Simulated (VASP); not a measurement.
Write the native input for VASP 6.6.1 that does the following.

```
Task                   : relaxation of cell and atoms
Functional             : PBE
Potentials or basis    : VASP PAW PBE potentials, release 64 (Sn_d, Te)
Cutoff                 : 600 eV
k mesh                 : 4 × 4 × 4
Occupations            : gaussian, width 0.1 eV
Spin                   : no spin polarisation
Dipole correction      : no
Further INCAR settings : ALGO = Normal; EDIFF = 1e-07; IBRION = 2; EDIFFG = -0.04; NSW = 90; ISIF = 3
```

The structure of SnTe3 lies in POSCAR:

```
SnTe3
1.0
    0.0000000000      4.1529587000      4.1529587000
    4.1529587000      0.0000000000      4.1529587000
    4.1529587000      4.1529587000      0.0000000000
Sn Te
1 3
Direct
    0.0000000000      0.0000000000      0.0000000000
    0.5000000000      0.5000000000      0.5000000000
    0.7500000000      0.7500000000      0.7500000000
    0.2500000000      0.2500000000      0.2500000000
```

The cell was generated, and may not be a known phase.

One way to write it, as run:

INCAR

```
SYSTEM = SnTe3
PREC = Accurate ; ENCUT = 600
EDIFF = 1E-7 ; ISMEAR = 0
SIGMA = 0.1 ; LREAL = .False.
LASPH = .True. ; NELM = 80
ALGO = Normal ; ISIF = 3
LWAVE = .False. ; LCHARG = .False.
GGA = PE ; IBRION = 2
NSW = 90 ; EDIFFG = -0.04
```

KPOINTS

```
regular mesh
0
Gamma
  4 4 4
  0 0 0
```

Potentials or basis: VASP PAW PBE potentials, release 64 (Sn_d, Te).

Command:

```sh
$ cat potpaw_PBE.64/Sn_d/POTCAR potpaw_PBE.64/Te/POTCAR > POTCAR
$ mpirun -np 1 vasp_std > vasp.out
```

It gave:

* Relaxed volume: 29.02 Å³/atom
* Relaxed cell: a = 5.475 Å, b = 5.475 Å, c = 5.475 Å, α = 60.00°, β = 60.00°, γ = 60.00°
* Space group after relaxing (to 0.1 Å): Fm-3m (No. 225)
* Energy gained by relaxing: 164.0 meV/atom
* Ionic steps: 2
* Pressure after relaxing: -0.1 GPa
* Band gap on the k mesh: zero (bands 16 and 17 overlap by 2.19 eV)

Caveat: the volume moved by over 15 % at a fixed basis, so the end points are rough; spin-orbit coupling is left out, which moves the levels of the heavy elements.

Run time: 2.1 min on 1 thread of Intel Xeon 8259CL, with other jobs on the host, peak memory 0.34 GiB.
